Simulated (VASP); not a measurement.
## CNO: single point with PBE+D3(BJ)

Crystal: CNO.

```
CELL_PARAMETERS angstrom
0.00000 -4.06994 -3.74214
0.00000 4.06994 -3.74214
11.50061 0.00000 0.00000
ATOMIC_POSITIONS crystal
C 0.68823 0.43823 0.89870
C 0.18823 0.93823 0.89870
C 0.81177 0.56177 0.39870
C 0.31177 0.06177 0.39870
C 0.31177 0.56177 0.10130
C 0.81177 0.06177 0.10130
C 0.18823 0.43823 0.60130
C 0.68823 0.93823 0.60130
N 0.10353 0.85353 0.99285
N 0.60353 0.35353 0.99285
N 0.89647 0.64647 0.49285
N 0.39647 0.14647 0.49285
N 0.89647 0.14647 0.00715
N 0.39647 0.64647 0.00715
N 0.10353 0.35353 0.50715
N 0.60353 0.85353 0.50715
O 0.76423 0.51423 0.81035
O 0.26423 0.01423 0.81035
O 0.73577 0.48577 0.31035
O 0.23577 0.98577 0.31035
O 0.23577 0.48577 0.18965
O 0.73577 0.98577 0.18965
O 0.26423 0.51423 0.68965
O 0.76423 0.01423 0.68965
```

```json
{"Program": "VASP 6.6.1", "Task": "single point", "Functional": "PBE", "Dispersion": "D3(BJ)", "Potentials or basis": "VASP PAW PBE potentials, release 64 (C, N, O)", "Cutoff": "520 eV", "k mesh": "4 × 4 × 2, shifted", "Occupations": "fermi-dirac, width 0.05 eV", "Spin": "no spin polarisation", "Dipole correction": "no", "Further INCAR settings": "LREAL = Auto; ALGO = Normal; EDIFF = 1e-06; NBANDS = 78"}
```

```json
{
 "Pressure": "0.9 GPa",
 "Largest force": "0.694 eV/Å",
 "Band gap on the k mesh": "zero (bands 60 and 61 overlap by 0.02 eV)",
 "Dispersion energy per atom": "-0.081 eV"
}
```

Forces on the atoms (eV/Å):
```
C    0.543  0.000  0.314
C    0.543  0.000  0.314
C    0.543  0.000 -0.314
C    0.543  0.000 -0.314
C   -0.543  0.000 -0.314
C   -0.543  0.000 -0.314
C   -0.543  0.000  0.314
C   -0.543  0.000  0.314
N    0.044  0.000  0.035
N    0.044  0.000  0.035
N    0.044  0.000 -0.035
N    0.044  0.000 -0.035
N   -0.044  0.000 -0.035
N   -0.044  0.000 -0.035
N   -0.044  0.000  0.035
N   -0.044  0.000  0.035
O   -0.602  0.000 -0.345
O   -0.602  0.000 -0.345
O   -0.602  0.000  0.345
O   -0.602  0.000  0.345
O    0.602  0.000  0.345
O    0.602  0.000  0.345
O    0.602  0.000 -0.345
O    0.602  0.000 -0.345
```

Stress tensor (GPa, compression positive):
```
 2.20  0.00  0.00
 0.00 -0.16  0.00
 0.00  0.00  0.56
```

Levels at points of the mesh, in eV from the Fermi level:
| k point | band 58 | band 59 | band 60 | band 61 | band 62 | band 63 |
| --- | --- | --- | --- | --- | --- | --- |
| (0.12, 0.12, 0.25) | -0.40 | 0.00 | 0.00 | 0.08 | 0.08 | 1.86 |

It took 7.7 min on 1 thread of Intel Xeon 8259CL, on a shared host, peak memory 0.43 GiB.
